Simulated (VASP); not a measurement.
Input of a VASP 6.6.1 run:

Contents of POSCAR:

```
Ni
1.0
   -1.3824379998      1.3824379998      1.3824379998
    1.3824379998     -1.3824379998      1.3824379998
    1.3824379998      1.3824379998     -1.3824379998
Ni
1
Direct
    0.0000000000      0.0000000000      0.0000000000
```

File INCAR.step1:

```
PREC = Accurate ; ENCUT = 520
ISMEAR = -1 ; SIGMA = 0.05
LREAL = F ; LASPH = T
NELM = 150 ; ISPIN = 2
MAGMOM = 0.685 ; LMAXMIX = 4
NBANDS = 15 ; GGA = PE
ALGO = Normal ; EDIFF = 1E-4
LWAVE = T ; LCHARG = F
```

Contents of INCAR.step2:

```
PREC = Accurate ; ENCUT = 520
EDIFF = 1E-6 ; ISMEAR = -1
SIGMA = 0.05 ; LREAL = F
LASPH = T ; NELM = 150
ALGO = Normal ; ISIF = 2
LWAVE = F ; LCHARG = F
ISPIN = 2 ; MAGMOM = 0.685
LORBIT = 11 ; LMAXMIX = 4
METAGGA = R2SCAN ; LMIXTAU = T
NBANDS = 15 ; ISTART = 1
```

File KPOINTS:

```
Automatic mesh
0
Gamma
  18 18 18
```

Potentials or basis: VASP PAW PBE potentials, release 64 (Ni).

Run with:

```sh
$ cat potpaw_PBE.64/Ni/POTCAR > POTCAR
$ cp INCAR.step1 INCAR
$ mpirun -np 1 vasp_std > vasp.out
$ cp INCAR.step2 INCAR
$ mpirun -np 1 vasp_std > vasp.out
```

(1) Predict the net moment.

(2) Estimate the pressure.

(3) Predict the site moments.

Results:

(1) 0.61 μB per cell.

(2) 0.7 GPa.

(3) Ni +0.63 μB.

Caveat: the PAW data sets were made with another functional, which shifts forces and pressure a little.
